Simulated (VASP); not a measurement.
**InP2N3: relaxation of cell and atoms with PBE**

Crystal: InP2N3.

```
CELL_PARAMETERS angstrom
5.32959 0.00000 0.00000
-2.66479 4.61556 0.00000
0.00000 0.00000 2.64041
ATOMIC_POSITIONS crystal
In 0.00000 0.00000 0.00000
P 0.33333 0.66667 0.00000
P 0.66667 0.33333 0.00000
N 0.50000 0.00000 0.50000
N 0.50000 0.50000 0.50000
N 0.00000 0.50000 0.50000
```

```json
{
 "Program": "VASP 6.6.1",
 "Task": "relaxation of cell and atoms",
 "Functional": "PBE",
 "Potentials or basis": "VASP PAW PBE potentials, release 64 (In_d, P, N)",
 "Cutoff": "600 eV",
 "k mesh": "12 × 12 × 14",
 "Occupations": "gaussian, width 0.1 eV",
 "Spin": "no spin polarisation",
 "Dipole correction": "no",
 "Further INCAR settings": "ALGO = Normal; EDIFF = 1e-07; IBRION = 2; EDIFFG = -0.01; NSW = 100; ISIF = 3"
}
```

| Item | Value |
| --- | --- |
| Relaxed volume | 10.81 Å³/atom |
| Relaxed cell | a = 5.328 Å, b = 5.328 Å, c = 2.639 Å, α = 90.00°, β = 90.00°, γ = 120.00° |
| Space group after relaxing (to 0.05 Å) | P6/mmm (No. 191) |
| Energy gained by relaxing | 0.0 meV/atom |
| Ionic steps | 3 |
| Pressure after relaxing | 0.0 GPa |
| Band gap on the k mesh | zero (band 19 reaches 12.12 eV, above the bottom of band 20 at 8.90 eV) |

Stress tensor (GPa, compression positive):
```
-0.05  0.00  0.00
 0.00 -0.05  0.00
 0.00  0.00  0.05
```

Final structure:
```
In P N
1.0
     5.32811    0.00000    0.00000
    -2.66406    4.61428    0.00000
     0.00000    0.00000    2.63894
In P N
1 2 3
Cartesian
  0.0000 0.0000 0.0000
  0.0000 3.0762 0.0000
  2.6641 1.5381 0.0000
  2.6641 0.0000 1.3195
  1.3320 2.3071 1.3195
  -1.3320 2.3071 1.3195
```

Levels at points of the mesh, in eV from the Fermi level:
```tsv
k point	band 17	band 18	band 19	band 20	band 21	band 22
(0.00, 0.00, 0.00)	-1.28	-1.28	-0.86	2.39	2.39	3.81
(0.50, 0.00, 0.00)	-1.44	-1.28	-0.45	1.62	1.90	3.78
(0.00, 0.00, 0.50)	-1.34	-0.99	-0.99	-0.67	0.03	0.59
(0.50, 0.00, 0.50)	-1.99	-1.98	-0.50	-0.49	0.56	1.46
```

Run time: 3.8 min on 1 thread of Intel(R) Xeon(R) 6975P-C (Granite Rapids), with other jobs on the host, peak memory 0.44 GiB.

Caveat: spin-orbit coupling is left out, which moves the levels of the heavy elements.
